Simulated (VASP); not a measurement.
# Ba (Im-3m) in VASP: a series of runs

Ba is run at these levels: PBEsol; tasks: electric field gradients.

All numbers are computed with VASP 6.6.1; they aren't measurements. Logs are shortened: lines on timing, memory, paths and dates and some standing lists are left out, and cuts for length are marked.

## (1) The cell of the first run

The structure is cubic, space group Im-3m (No. 229). Conventional cell: a = 4.932 Å, b = 4.932 Å, c = 4.932 Å, α = 90.00°, β = 90.00°, γ = 90.00°. Within 5.6 Å of Ba (site symmetry m-3m) lie 14 Ba at 4.27 to 4.93 Å.

## (2) Electric field gradients, PBEsol (volume scaled by 0.96)

INCAR reads:

```
SYSTEM = Ba
PREC     = Accurate       ! precision mode
ENCUT    = 520            ! plane-wave cutoff, eV
EDIFF    = 1E-8           ! SCF threshold, eV
ISMEAR   = -1             ! smearing method
SIGMA    = 0.05           ! smearing width, eV
LREAL    = .FALSE.        ! projectors in reciprocal space
LASPH    = .TRUE.         ! aspherical terms in the spheres
NELM     = 80             ! most SCF steps
ALGO     = Normal         ! electronic algorithm
ISIF     = 2              ! what is computed and relaxed
LWAVE    = .FALSE.        ! write WAVECAR
LCHARG   = .FALSE.        ! write CHGCAR
GGA      = PS             ! functional
LEFG     = .TRUE.       
NBANDS   = 11             ! bands
```

KPOINTS reads:

```
regular mesh
0
G
  10 10 10
  0 0 0
```

POSCAR reads:

```
Ba
1.0
   -2.4662120743      2.4662120743      2.4662120743
    2.4662120743     -2.4662120743      2.4662120743
    2.4662120743      2.4662120743     -2.4662120743
Ba
1
Direct
    0.0000000000      0.0000000000      0.0000000000
```

Potentials or basis: VASP PAW PBE potentials, release 64 (Ba_sv).

Started as:

```bash
$ cat potpaw_PBE.64/Ba_sv/POTCAR > POTCAR
$ mpirun -np 1 vasp_std > vasp.out
```

OUTCAR:

```text
SYSTEM = Ba
   PREC = Accurate
   ENCUT = 520
   EDIFF = 1E-8
   ISMEAR = -1
   LREAL = .FALSE.
   LASPH = .TRUE.
   NELM = 80
   ISIF = 2
   GGA = PS

 ion  position               nearest neighbor table
   1  0.000  0.000  0.000-

  LATTYP: Found a body centered cubic cell.
 ALAT       =     4.9324241486

  Lattice vectors:

 A1 = (  -2.4662120743,   2.4662120743,   2.4662120743)
 A2 = (   2.4662120743,  -2.4662120743,   2.4662120743)
 A3 = (   2.4662120743,   2.4662120743,  -2.4662120743)

Analysis of symmetry for initial positions (statically):
=====================================================================
 Subroutine PRICEL returns:
 Original cell was already a primitive cell.

 Routine SETGRP: Setting up the symmetry group for a
 body centered cubic supercell.

 Subroutine GETGRP returns: Found 48 space group operations
[... 9 lines left out ...]

 Routine SETGRP: Setting up the symmetry group for a
 body centered cubic supercell.

 Subroutine GETGRP returns: Found 48 space group operations
[... 11 lines left out ...]
                                     Primitive cell

  volume of cell :      60.0000

  direct lattice vectors                    reciprocal lattice vectors
    -2.466212074  2.466212074  2.466212074     0.000000000  0.202740067  0.202740067
     2.466212074 -2.466212074  2.466212074     0.202740067  0.000000000  0.202740067
     2.466212074  2.466212074 -2.466212074     0.202740067  0.202740067  0.000000000

  length of vectors
     4.271604615  4.271604615  4.271604615     0.286717752  0.286717752  0.286717752

  position of ions in fractional coordinates (direct lattice)
     0.000000000  0.000000000  0.000000000

  ion indices of the primitive-cell ions
   primitive index   ion index
                 1           1

----------------------------------------------------------------------------------------

 KPOINTS: regular mesh

Automatic generation of k-mesh.
 Grid dimensions read from file:
 generate k-points for:   10   10   10

 Generating k-lattice:

  Cartesian coordinates                     Fractional coordinates (reciprocal lattice)
     0.000000000  0.020274007  0.020274007     0.100000000  0.000000000  0.000000000
     0.020274007  0.000000000  0.020274007     0.000000000  0.100000000  0.000000000
     0.020274007  0.020274007  0.000000000     0.000000000  0.000000000  0.100000000

  Length of vectors
     0.028671775  0.028671775  0.028671775

  Shift w.r.t. Gamma in fractional coordinates (k-lattice)
     0.000000000  0.000000000  0.000000000

 Subroutine IBZKPT returns following result:
 ===========================================

 Found     47 irreducible k-points:

 Following reciprocal coordinates:
            Coordinates               Weight
  0.000000  0.000000  0.000000      1.000000
  0.100000  0.000000  0.000000     12.000000
  0.200000  0.000000  0.000000     12.000000
  0.300000  0.000000  0.000000     12.000000
  0.400000  0.000000  0.000000     12.000000
  0.500000  0.000000  0.000000      6.000000
[... 16 lines left out ...]
  0.300000  0.300000  0.100000      8.000000
 -0.300000  0.300000  0.100000     24.000000
 [... further k-points ...]
   k-points           NKPTS =     47   k-points in BZ     NKDIM =     47   number of bands    NBANDS=     11
   number of dos      NEDOS =    301   number of ions     NIONS =      1
   total plane-waves  NPLWV =  32768
   dimension x,y,z NGX =    32 NGY =   32 NGZ =   32
   dimension x,y,z NGXF=    64 NGYF=   64 NGZF=   64
   ions per type =               1
   NGX,Y,Z   is equivalent  to a cutoff of  12.45, 12.45, 12.45 a.u.
   NGXF,Y,Z  is equivalent  to a cutoff of  24.91, 24.91, 24.91 a.u.
 SYSTEM =  Ba
   PREC   = accura    normal or accurate (medium, high low for compatibility)
   ISTART =      0    job   : 0-new  1-cont  2-samecut
   ICHARG =      2    charge: 1-file 2-atom 10-const
   ISPIN  =      1    spin polarized calculation?
   LNONCOLLINEAR =      F non collinear calculations
   LSORBIT =      F    spin-orbit coupling
   LASPH  =      T    aspherical Exc in radial PAW
   ENCUT  =  520.0 eV  38.22 Ry    6.18 a.u.   7.94  7.94  7.94*2*pi/ulx,y,z
   NELM   =     80;   NELMIN=  2; NELMDL= -5     # of ELM steps
   EDIFF  = 0.1E-07   stopping-criterion for ELM
   LREAL  =      F    real-space projection
   EDIFFG = 0.1E-06   stopping-criterion for IOM
   NSW    =      0    number of steps for IOM
   IBRION =     -1    ionic relax: 0-MD 1-quasi-New 2-CG
   NFREE  =      0    steps in history (QN), initial steepest desc. (CG)
   ISIF   =      2    stress and relaxation
   ISYM   =      2    0-nonsym 1-usesym 2-fastsym
   POTIM  = 0.5000    time-step for ionic-motion
   TEBEG  =    0.0;   TEEND  =   0.0 temperature during run
   PSTRESS=    0.0 pullay stress
   NELECT =      10.0000    total number of electrons
   NUPDOWN=      -1.0000    fix difference up-down
   EMIN   =  10.00;   EMAX   =-10.00  energy-range for DOS
   EFERMI =   0.00;   METHOD = LEGACY
   ISMEAR =    -1;   SIGMA  =   0.05  broadening in eV -4-tet -1-fermi 0-gaus
   EFERMI_NEDOS =   21; number of points for ismear=-14 and -15
   IALGO  =     38    algorithm
   IMIX   =      4    mixing-type and parameters
     AMIX     =   0.40;   BMIX     =  1.00
     AMIX_MAG =   1.60;   BMIX_MAG =  1.00
  volume/ion in A,a.u.               =      60.00       404.90
  Fermi-wavevector in a.u.,A,eV,Ry     =   0.900930  1.702511 11.043509  0.811675
  Thomas-Fermi vector in A             =   2.023948
   LORBIT       =      0    0 simple, 1 ext, 2 COOP (PROOUT), +10 PAW based schemes
   GGA     = PS    functional components
   LHFCALC =     F    Hartree Fock is set to
   AEXX    =    0.0000 exact exchange contribution
   IVDW    =     0    specifies the selected vdW correction
   LEPSILON=     F    determine dielectric tensor
   LRPA    =     F    only Hartree local field effects (RPA)
 non-spin polarized calculation
  energy-cutoff  :      520.00
  volume of cell :       60.00
 maximum number of plane-waves:      1638
   NGX = 15   NGY = 15   NGZ = 15

 number of electron      10.0000000 magnetization

 number of electron       9.9999999 magnetization

 Free energy of the ion-electron system (eV)
  ---------------------------------------------------
  ext. energy  EPLUGINS =         0.00000000
  ---------------------------------------------------
  free energy    TOTEN  =        -2.15215325 eV

  energy without entropy =       -2.14101460  energy(sigma->0) =       -2.14658393

 E-fermi :   1.6798     XC(G=0):  -7.6667

 val. band max:        1.6647033202   @ k =   0.3000   0.3000   0.0000
 cond. band min:       1.7015597687   @ k =  -0.4000  -0.4000   0.1000
 fundamental gap:      0.0368564484
 Fermi energy:         1.6798068717

 k-point     1 :       0.0000    0.0000    0.0000
  band No.  band energies     occupation
      1     -27.0779      2.00000
      2     -11.9787      2.00000
      3     -11.9787      2.00000
      4     -11.9787      2.00000
      5      -1.0946      2.00000
      6       3.5630      0.00000
      7       3.5630      0.00000
      8       3.5630      0.00000
      9       5.0665      0.00000
     10       5.0665      0.00000
     11       8.7782      0.00000

 k-point     2 :       0.1000    0.0000    0.0000
  band No.  band energies     occupation
      1     -27.0728      2.00000
      2     -12.0350      2.00000
      3     -11.9958      2.00000
      4     -11.9791      2.00000
      5      -0.8966      2.00000
      6       3.4036      0.00000
      7       3.4716      0.00000
      8       3.7661      0.00000
      9       4.8246      0.00000
     10       5.0528      0.00000
     11       9.0025      0.00000

 k-point     3 :       0.2000    0.0000    0.0000
  band No.  band energies     occupation
      1     -27.0593      2.00000
      2     -12.1776      2.00000
      3     -12.0400      2.00000
      4     -11.9802      2.00000
      5      -0.3661      2.00000
      6       3.0497      0.00000
      7       3.0991      0.00000
      8       4.3604      0.00000
      9       4.7177      0.00000
     10       5.0707      0.00000
     11       9.3302      0.00000
[... 267 lines left out ...]
 k-point    23 :       0.3000    0.3000    0.1000
  band No.  band energies     occupation
      1     -27.0197      2.00000
      2     -12.3264      2.00000
      3     -12.3264      2.00000
      4     -12.0969      2.00000
      5       1.8525      0.06130
      6       2.3396      0.00000
      7       2.3396      0.00000
      8       5.6088      0.00000
      9       5.6088      0.00000
     10       6.1862      0.00000
     11       8.5924      0.00000

 k-point    24 :      -0.3000    0.3000    0.1000
  band No.  band energies     occupation
      1     -27.0383      2.00000
      2     -12.3376      2.00000
      3     -12.1127      2.00000
      4     -12.0223      2.00000
      5       0.4518      2.00000
      6       2.6647      0.00000
      7       2.8782      0.00000
      8       4.2733      0.00000
      9       5.2156      0.00000
     10       5.6223      0.00000
     11       8.6637      0.00000

 [... further k-points ...]
[... 5 lines left out ...]
  --------------------------------------------------------------------------------------
  -------------------------------------------------------------------------------------
  Total       -0.0772594     -0.0772594     -0.0772594      0.0000000      0.0000000     -0.0000000
  in kB       -2.0630550     -2.0630550     -2.0630550      0.0000000      0.0000000     -0.0000000
  external PRESSURE =      -2.0630550 kB  Pullay stress =       0.0000000 kB

 VOLUME and BASIS-vectors are now :
 -----------------------------------------------------------------------------
  energy-cutoff  :      520.00
  volume of cell :       60.00
      direct lattice vectors                 reciprocal lattice vectors
    -2.466212074  2.466212074  2.466212074     0.000000000  0.202740067  0.202740067
     2.466212074 -2.466212074  2.466212074     0.202740067  0.000000000  0.202740067
     2.466212074  2.466212074 -2.466212074     0.202740067  0.202740067  0.000000000

 POSITION                                       TOTAL-FORCE (eV/Angst)
 -----------------------------------------------------------------------------------
      0.00000      0.00000      0.00000        -0.000000     -0.000000      0.000000
 -----------------------------------------------------------------------------------
    total drift:                                0.000000      0.000000     -0.000000

  FREE ENERGIE OF THE ION-ELECTRON SYSTEM (eV)
  ---------------------------------------------------
  free  energy   TOTEN  =        -2.1521532488 eV

  energy  without entropy=       -2.1410146036  energy(sigma->0) =       -2.14658393

 Electric field gradients (V/A^2)
---------------------------------------------------------------------
 ion       V_xx      V_yy      V_zz      V_xy      V_xz      V_yz
---------------------------------------------------------------------
   1      -0.000     0.000     0.000     0.000     0.000     0.000
---------------------------------------------------------------------

 Electric field gradients after diagonalization (V/A^2)
 (convention: |V_zz| > |V_xx| > |V_yy|)
----------------------------------------------------------------------
 ion       V_xx      V_yy      V_zz     asymmetry (V_yy - V_xx)/ V_zz
----------------------------------------------------------------------
   1      -0.000    -0.000     0.000       0.000
----------------------------------------------------------------------

           NMR quadrupolar parameters

 Cq : quadrupolar parameter    Cq=e*Q*V_zz/h
 eta: asymmetry parameters     (V_yy - V_xx)/ V_zz
 Q  : nuclear electric quadrupole moment in mb (millibarn)
----------------------------------------------------------------------
 ion       Cq(MHz)       eta       Q (mb)
----------------------------------------------------------------------
   1       0.000       0.000       1.000
----------------------------------------------------------------------
```

Run time: 11 s. Hardware: 1 thread of Intel Xeon 6975P-C (Granite Rapids), shared host; peak memory 0.18 GiB.

What came out:

| Item | Value |
| --- | --- |
| Free energy | -2.1522 eV |
| Pressure | -0.2 GPa |
| Band gap on the k mesh | zero (band 5 reaches 2.05 eV, above the bottom of band 6 at 1.09 eV) |

Caveat: without QUAD_EFG the Cq values of the log hold for a quadrupole moment of 1 mb, not for the nuclei; the PAW data sets were made with another functional, which shifts forces and pressure a little; spin-orbit coupling is left out, which moves the levels of the heavy elements.

[end of part 1 of 2]
